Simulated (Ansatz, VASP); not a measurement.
Two plane-wave programs on Ti3Al

```
Ti Al
1.0
     5.75530    0.00000    0.00000
    -2.87765    4.98423    0.00000
     0.00000    0.00000    4.65402
Ti Al
6 2
Direct
  0.83024 0.66048 0.25000
  0.16976 0.83024 0.75000
  0.33952 0.16976 0.25000
  0.16976 0.33952 0.75000
  0.83024 0.16976 0.25000
  0.66048 0.83024 0.75000
  0.33333 0.66667 0.25000
  0.66667 0.33333 0.75000
```

Alike in both runs: functional PBE; k mesh 9 × 9 × 8; occupations gaussian, width 0.1 eV; no spin polarisation.

Ansatz relaxed the structure, and its values are those at the end. VASP's run is a single point on that final structure, the one shown.

|  | VASP | Ansatz |
| --- | --- | --- |
| version | VASP 6.6.1 | Ansatz 0.2.0 |
| potentials or method | VASP PAW PBE potentials, release 64 (Ti_sv, Al), cutoff 520 eV | scalar-relativistic, plane waves, PAW |
| valence electrons in the cell | 78 | 78 |

Ansatz gave:

- gap on the k mesh at the Fermi level (eV): none
- pressure (GPa): 0.0
- rms of the force components (eV/Å): 0.000

Question: What did VASP give for the same quantities?

Answer: gap on the k mesh at the Fermi level (eV): none; pressure (GPa): -0.1; rms of the force components (eV/Å): 0.003.

A gap of «none» marks a metal or a gap that the smearing closes. With one functional, cell and mesh, what is left measures potentials, basis and numerics.
